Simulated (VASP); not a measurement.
Input of a VASP 6.6.1 run:

INCAR

```
SYSTEM = LiB2C2
PREC = Accurate
ENCUT = 650
EDIFF = 1E-6
ISMEAR = -1
SIGMA = 0.05
LREAL = .FALSE.
LASPH = .TRUE.
NELM = 120
ALGO = Normal
ISIF = 2
LWAVE = .FALSE.
LCHARG = .FALSE.
GGA = PE
NBANDS = 28
GGA_COMPAT = .FALSE.
```

KPOINTS

```
Automatic mesh
0
G
  3 3 1
  0 0 0
```

The input POSCAR:

```
LiB2C2
1.0
    2.7140580000      0.0000000000      0.0000000000
   -2.7140580000      4.7008920000      0.0000000000
    0.0000000000      0.0000000000      7.1165240000
Li B C
2 4 4
Direct
    0.0201615649      0.0041449580      0.5251944629
   -0.0200179919      0.5199553617      0.4980040818
    0.3335299511      0.3231167617      0.7513895829
    0.6842067866      0.1852837717      0.2595976631
    0.3319090955      0.8259464374      0.7573656746
    0.6864944469      0.6771482944      0.2488161355
    0.3117495677      0.3281847360      0.2549432841
    0.6600007432      0.1610213551      0.7346358981
    0.3450664052      0.8372117462      0.2485277925
    0.6630169634      0.6564194625      0.7323191772
```

Potentials or basis: VASP PAW PBE potentials, release 64 (Li_sv, B, C).

Command:

```sh
$ cat potpaw_PBE.64/Li_sv/POTCAR potpaw_PBE.64/B/POTCAR potpaw_PBE.64/C/POTCAR > POTCAR
$ mpirun -np 1 vasp_std > vasp.out
```

Task: What does it give for the band gap on the k mesh?

Result: Zero (bands 17 and 18 overlap by 1.09 eV).

Task: What does it give for the largest force?

Result: 2.491 eV/Å.

Forces in eV/Å, atoms in the order of the input:
```
Li  -0.196 -0.079 -0.673
Li   0.381 -0.328  0.125
B   -0.655  0.286 -0.516
B   -1.147 -1.781 -0.898
B    0.175 -0.388 -0.938
B   -0.339 -0.012 -0.482
C    1.573  1.809  0.677
C    0.719 -0.120  0.790
C   -0.208 -0.061  0.812
C   -0.303  0.674  1.103
```

Caveat: the k points lie up to 0.88 Å⁻¹ apart, too coarse for converged energies and pressures of a metal; forces of over 1 eV/Å act on the atoms, so gaps and moduli don't describe the material at rest.
